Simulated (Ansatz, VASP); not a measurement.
**One calculation of Cr, two programs**

```
Cr
1.0
     0.00000    2.49344    2.49344
     2.49344    0.00000    2.49344
     2.49344    2.49344    0.00000
Cr
2
Direct
  0.00000 0.00000 0.00000
  0.50000 0.50000 0.50000
```

Alike in both runs: task single point; functional RPBE; k mesh 12 × 12 × 12; occupations fermi-dirac, width 0.05 eV; collinear spin.

|  | VASP | Ansatz |
| --- | --- | --- |
| version | VASP 6.6.1 | Ansatz 0.2.0 |
| potentials or method | VASP PAW PBE potentials, release 64 (Cr_pv), cutoff 520 eV | plane waves (420 eV) with PAW, scalar-relativistic |
| valence electrons in the cell | 24 | 28 |

Ansatz gave:

| Quantity | Value |
| --- | --- |
| pressure (GPa) | -1.7 |
| net moment per atom (μB) | 0.00 |
| size of the moment on the site where the two differ most (μB) | 2.54 |

Problem. Which values does VASP return?

Solution. Pressure (GPa): -1.5; net moment per atom (μB): 0.00; size of the moment on the site where the two differ most (μB): 2.70.

VASP's potentials were made for PBE, not for RPBE. Site moments also hang on the region over which each program counts them. The functional is the same, so the differences come from potentials, cutoffs and numerics. VASP's potentials hold 24 valence electrons a cell and Ansatz's 28, so a difference there can come from the potentials and not from the codes.
